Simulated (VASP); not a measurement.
# SiO2 (P6_422) in VASP: further runs, part 2 of 2

VASP 6.6.1. Earlier steps stand in the parts before.

**4. Single point, PBE**

This run uses another cell than the first one, of 11.84 Å³/atom, 0.867 times its volume.

Input file INCAR:

```
ALGO = Normal
EDIFF = 1E-7
ENCUT = 520
GGA = PE
ISIF = 2
ISMEAR = 0
LASPH = T
LCHARG = F
LREAL = F
LWAVE = F
NBANDS = 34
NELM = 60
PREC = Accurate
SIGMA = 0.02
```

Input file KPOINTS:

```
k-points
0
Gamma
  6 6 4
```

Input file POSCAR:

```
SiO2
1.0
    4.6810325612      0.0000000000      0.0000000000
   -2.3405162806      4.0538931139      0.0000000000
    0.0000000000      0.0000000000      5.6160818894
Si O
3 6
Direct
    0.0000000000      0.5000000000      0.3333333333
    0.5000000000      0.5000000000      0.6666666667
    0.5000000000      0.0000000000      0.0000000000
    0.6191855816      0.8095927908      0.8333333333
    0.8095927908      0.6191855816      0.5000000000
    0.8095927908      0.1904072092      0.1666666667
    0.3808144184      0.1904072092      0.8333333333
    0.1904072092      0.3808144184      0.5000000000
    0.1904072092      0.8095927908      0.1666666667
```

Potentials or basis: VASP PAW PBE potentials, release 64 (Si, O).

Command:

```sh
cat potpaw_PBE.64/Si/POTCAR potpaw_PBE.64/O/POTCAR > POTCAR
mpirun -np 1 vasp_std > vasp.out
```

OUTCAR:

```text
EDIFF = 1E-7
   ENCUT = 520
   GGA = PE
   ISIF = 2
   ISMEAR = 0
   LASPH = T
   LREAL = F
   NELM = 60
   PREC = Accurate

 ion  position               nearest neighbor table
   1  0.000  0.500  0.333-   6 1.57   9 1.57   8 1.57   5 1.57   3 3.00   3 3.00   2 3.00   2 3.00

   2  0.500  0.500  0.667-   4 1.57   7 1.57   5 1.57   8 1.57   3 3.00   3 3.00   1 3.00   1 3.00

   3  0.500  0.000  0.000-   6 1.57   9 1.57   7 1.57   4 1.57   1 3.00   2 3.00   2 3.00   1 3.00

   4  0.619  0.810  0.833-   2 1.57   3 1.57
   5  0.810  0.619  0.500-   2 1.57   1 1.57
[... 992 lines left out ...]
  Total       16.7849939     16.7849939     16.9394899      0.0000000      0.0000000      0.0000000
  in kB      252.3390033    252.3390032    254.6616347      0.0000000      0.0000000      0.0000000
  external PRESSURE =     253.1132137 kB  Pullay stress =       0.0000000 kB

 VOLUME and BASIS-vectors are now :
 -----------------------------------------------------------------------------
  energy-cutoff  :      520.00
  volume of cell :      106.57
      direct lattice vectors                 reciprocal lattice vectors
     4.681032561  0.000000000  0.000000000     0.213628080  0.123338230  0.000000000
    -2.340516281  4.053893114  0.000000000     0.000000000  0.246676459  0.000000000
     0.000000000  0.000000000  5.616081889     0.000000000  0.000000000  0.178060082

 POSITION                                       TOTAL-FORCE (eV/Angst)
 -----------------------------------------------------------------------------------
     -1.17026      2.02695      1.87203         0.000000      0.000000      0.000000
      1.17026      2.02695      3.74405         0.000000      0.000000      0.000000
      2.34052      0.00000      0.00000         0.000000      0.000000      0.000000
      1.00356      3.28200      4.68007        -0.012392     -0.007155     -0.000000
      2.34052      2.51011      2.80804        -0.000000     -0.014309      0.000000
      3.34408      0.77189      0.93601        -0.012392      0.007155      0.000000
      1.33695      0.77189      4.68007         0.012392      0.007155      0.000000
      0.00000      1.54378      2.80804         0.000000      0.014309      0.000000
     -1.00356      3.28200      0.93601         0.012392     -0.007155      0.000000
 -----------------------------------------------------------------------------------
    total drift:                               -0.000000      0.000000     -0.000001

  FREE ENERGIE OF THE ION-ELECTRON SYSTEM (eV)
  ---------------------------------------------------
  free  energy   TOTEN  =       -69.6105112438 eV

  energy  without entropy=      -69.6105112438  energy(sigma->0) =      -69.61051124
```

OSZICAR:

```text
N       E                     dE             d eps       ncg     rms          rms(c)
DAV:   1     0.277448977614E+03    0.27745E+03   -0.25664E+04  1428   0.132E+03
DAV:   2    -0.626877566305E+02   -0.34014E+03   -0.32883E+03  1862   0.309E+02
DAV:   3    -0.800131429328E+02   -0.17325E+02   -0.17252E+02  1808   0.723E+01
DAV:   4    -0.801871946321E+02   -0.17405E+00   -0.17391E+00  1760   0.819E+00
DAV:   5    -0.801894165722E+02   -0.22219E-02   -0.22213E-02  1820   0.911E-01    0.280E+01
DAV:   6    -0.697072282126E+02    0.10482E+02   -0.34353E+01  1522   0.323E+01    0.139E+01
DAV:   7    -0.696299578349E+02    0.77270E-01   -0.11431E+00  1816   0.528E+00    0.478E+00
DAV:   8    -0.696007493874E+02    0.29208E-01   -0.70534E-02  1720   0.179E+00    0.190E+00
DAV:   9    -0.696079273396E+02   -0.71780E-02   -0.34731E-02  1624   0.120E+00    0.287E-01
DAV:  10    -0.696103853422E+02   -0.24580E-02   -0.36544E-03  1554   0.319E-01    0.937E-02
DAV:  11    -0.696104899603E+02   -0.10462E-03   -0.61526E-04  1760   0.156E-01    0.208E-02
DAV:  12    -0.696105051997E+02   -0.15239E-04   -0.24890E-05  1638   0.291E-02    0.117E-02
DAV:  13    -0.696105106473E+02   -0.54476E-05   -0.11350E-05  1608   0.187E-02    0.511E-03
DAV:  14    -0.696105111960E+02   -0.54865E-06   -0.60049E-07  1762   0.430E-03    0.115E-03
DAV:  15    -0.696105112438E+02   -0.47879E-07   -0.32589E-08  1208   0.113E-03
   1 F= -.69610511E+02 E0= -.69610511E+02  d E =-.143356E-16
```

stdout:

```text
POSCAR found type information on POSCAR SiO
 POSCAR found :  2 types and       9 ions
 scaLAPACK will be used
 LDA part: xc-table for (Slater+PW92), standard interpolation
 POSCAR, INCAR and KPOINTS ok, starting setup
 FFT: planning ... GRIDC
 FFT: planning ... GRID_SOFT
 FFT: planning ... GRID
 WAVECAR not read
 entering main loop
```

Wall time 73 s (1 thread of Intel Xeon Platinum 8259CL at 2.50GHz (Skylake/Cascade Lake), shared host); peak memory 0.24 GiB.

Results:

```yaml
Free_energy: -69.6105 eV
Pressure: 25.3 GPa
Largest_force: 0.014 eV/Å
Band_gap_on_the_k_mesh: 5.70 eV, direct
```

Forces on the atoms (eV/Å):
```
Si   0.000  0.000  0.000
Si   0.000  0.000  0.000
Si   0.000  0.000  0.000
O   -0.012 -0.007  0.000
O    0.000 -0.014  0.000
O   -0.012  0.007  0.000
O    0.012  0.007  0.000
O    0.000  0.014  0.000
O    0.012 -0.007  0.000
```

A k mesh can miss the band edges. A hybrid or GW would open this gap; PBE tends to underestimate it.

**5. Single point, PBE**

This run uses another cell than the first one, of 12.90 Å³/atom, 0.945 times its volume.

Input file INCAR:

```
  PREC = Accurate
  ENCUT = 520
  EDIFF = 1E-6
  ISMEAR = 0
  SIGMA = 0.02
  LREAL = F
  LASPH = T
  NELM = 60
  ALGO = Normal
  ISIF = 2
  LWAVE = F
  LCHARG = T
  GGA = PE
  LELF = T
  LVHAR = T
  NBANDS = 34
```

Input file KPOINTS:

```
regular mesh
0
Gamma
  6 6 4
```

Input file POSCAR:

```
SiO2
1.0
    4.9323267355      0.0000000000      0.0000000000
   -2.4661633677      4.2715202527      0.0000000000
    0.0000000000      0.0000000000      5.5107698405
Si O
3 6
Direct
    0.0000000000      0.5000000000      0.3333333333
    0.5000000000      0.5000000000      0.6666666667
    0.5000000000      0.0000000000      0.0000000000
    0.5988077031      0.7994038515      0.8333333333
    0.7994038515      0.5988077031      0.5000000000
    0.7994038515      0.2005961485      0.1666666667
    0.4011922969      0.2005961485      0.8333333333
    0.2005961485      0.4011922969      0.5000000000
    0.2005961485      0.7994038515      0.1666666667
```

Command:

```sh
cat potpaw_PBE.64/Si/POTCAR potpaw_PBE.64/O/POTCAR > POTCAR
mpirun -np 1 vasp_std > vasp.out
```

Wall time 1.7 min (1 thread of Intel Xeon Platinum 8259CL at 2.50GHz (Skylake/Cascade Lake), shared host); peak memory 0.26 GiB.

It converged, with:

```
Free energy            : -70.7421 eV
Pressure               : 12.2 GPa
Largest force          : 0.012 eV/Å
Band gap on the k mesh : 5.83 eV, indirect (least direct gap 5.94 eV)
```

Forces on the atoms (eV/Å):
```
Si   0.000  0.000  0.000
Si   0.000  0.000  0.000
Si   0.000  0.000  0.000
O   -0.010 -0.006  0.000
O    0.000 -0.012  0.000
O   -0.010  0.006  0.000
O    0.010  0.006  0.000
O    0.000  0.012  0.000
O    0.010 -0.006  0.000
```

Stress tensor (GPa, compression positive):
```
12.14  0.00  0.00
 0.00 12.14  0.00
 0.00  0.00 12.31
```

Levels at points of the mesh, in eV from the valence-band top:
```tsv
k point	band 22	band 23	band 24	band 25	band 26	band 27
(0.00, 0.00, 0.00)	-0.52	-0.52	-0.10	5.83	9.09	9.09
(0.50, 0.00, 0.00)	-0.99	-0.42	-0.02	7.87	8.84	9.70
(0.00, 0.00, 0.50)	-0.36	0.00	0.00	7.68	7.68	8.44
(0.50, 0.00, 0.50)	-0.77	-0.69	-0.38	8.92	9.24	9.55
```

A k mesh can miss the band edges.

**6. Single point, PBE**

This run uses another cell than the first one, of 13.61 Å³/atom, 0.997 times its volume.

Input file INCAR:

```
SYSTEM = SiO2
PREC     = Accurate       ! precision mode
ENCUT    = 520            ! plane-wave cutoff, eV
EDIFF    = 1E-6           ! SCF threshold, eV
ISMEAR   = 0              ! smearing method
SIGMA    = 0.02           ! smearing width, eV
LREAL    = .False.        ! projectors in reciprocal space
LASPH    = .True.         ! aspherical terms in the spheres
NELM     = 100            ! most SCF steps
ALGO     = Normal         ! electronic algorithm
ISIF     = 2              ! what is computed and relaxed
LWAVE    = .False.        ! write WAVECAR
LCHARG   = .False.        ! write CHGCAR
GGA      = PE             ! functional
NBANDS   = 34             ! bands
```

Input file KPOINTS:

```
Automatic mesh
0
Gamma
  6 6 4
  0 0 0
```

Input file POSCAR:

```
SiO2
1.0
    5.0485338072      0.0000000000      0.0000000000
   -2.5242669036      4.3721585289      0.0000000000
    0.0000000000      0.0000000000      5.5486423414
Si O
3 6
Direct
    0.0000000000      0.5000000000      0.3333333333
    0.5000000000      0.5000000000      0.6666666667
    0.5000000000      0.0000000000      0.0000000000
    0.5888577614      0.7944288807      0.8333333333
    0.7944288807      0.5888577614      0.5000000000
    0.7944288807      0.2055711193      0.1666666667
    0.4111422386      0.2055711193      0.8333333333
    0.2055711193      0.4111422386      0.5000000000
    0.2055711193      0.7944288807      0.1666666667
```

Potentials or basis: VASP PAW PBE potentials, release 64 (Si, O).

Command:

```sh
cat potpaw_PBE.64/Si/POTCAR potpaw_PBE.64/O/POTCAR > POTCAR
mpirun -np 1 vasp_std > vasp.out
```

Run time: 83 s. Hardware: 1 thread of Intel Xeon Platinum 8259CL at 2.50GHz (Skylake/Cascade Lake), shared host; peak memory 0.26 GiB.

It converged, with:

```
Free energy            : -71.0734 eV
Pressure               : 4.1 GPa
Largest force          : 0.013 eV/Å
Band gap on the k mesh : 5.68 eV, indirect (least direct gap 5.84 eV)
```

Forces in eV/Å, atoms in the order of the input:
```
Si   0.000  0.000  0.000
Si   0.000  0.000  0.000
Si   0.000  0.000  0.000
O   -0.012 -0.007  0.000
O    0.000 -0.013  0.000
O   -0.012  0.007  0.000
O    0.012  0.007  0.000
O    0.000  0.013  0.000
O    0.012 -0.007  0.000
```

Stress tensor (GPa, compression positive):
```
4.09 0.00 0.00
0.00 4.09 0.00
0.00 0.00 4.16
```

Levels at points of the mesh, in eV from the valence-band top:
| k point | band 20 | band 21 | band 22 | band 23 | band 24 | band 25 | band 26 | band 27 | band 28 | band 29 |
| --- | --- | --- | --- | --- | --- | --- | --- | --- | --- | --- |
| (0.00, 0.00, 0.00) | -1.02 | -1.02 | -0.47 | -0.47 | -0.16 | 5.68 | 8.96 | 8.96 | 9.31 | 9.31 |
| (0.50, 0.00, 0.00) | -1.18 | -1.14 | -0.97 | -0.36 | 0.00 | 7.72 | 8.59 | 9.61 | 9.66 | 9.68 |
| (0.00, 0.00, 0.50) | -1.78 | -1.18 | -0.30 | 0.00 | 0.00 | 7.51 | 7.51 | 8.44 | 9.89 | 9.89 |
| (0.50, 0.00, 0.50) | -1.29 | -0.90 | -0.72 | -0.67 | -0.35 | 8.55 | 9.14 | 9.24 | 9.44 | 9.80 |

**7. Overview**

```csv
cell,smearing,gap on the mesh (eV),pressure (GPa),largest force (eV/Å)
"a = 5.061, b = 5.061, c = 5.541 Å, angles 90.0, 90.0, 120.0°, 9 atoms",gaussian 0.1 eV,5.72,5.1,0.24
"a = 5.105, b = 5.105, c = 5.585 Å, angles 90.0, 90.0, 120.0°, 9 atoms",gaussian 0.02 eV,5.55,0.1,0.01
"a = 4.681, b = 4.681, c = 5.616 Å, angles 90.0, 90.0, 120.0°, 9 atoms",gaussian 0.02 eV,5.70,25.3,0.01
"a = 4.932, b = 4.932, c = 5.511 Å, angles 90.0, 90.0, 120.0°, 9 atoms",gaussian 0.02 eV,5.83,12.2,0.01
"a = 5.049, b = 5.049, c = 5.549 Å, angles 90.0, 90.0, 120.0°, 9 atoms",gaussian 0.02 eV,5.68,4.1,0.01
```

Alike in all rows: task single point; level PBE; potentials or basis VASP PAW PBE potentials, release 64 (Si, O); no spin polarisation; k mesh 6 × 6 × 4; cutoff (eV) 520.

Absolute energies hang on the potentials; compare differences alone.
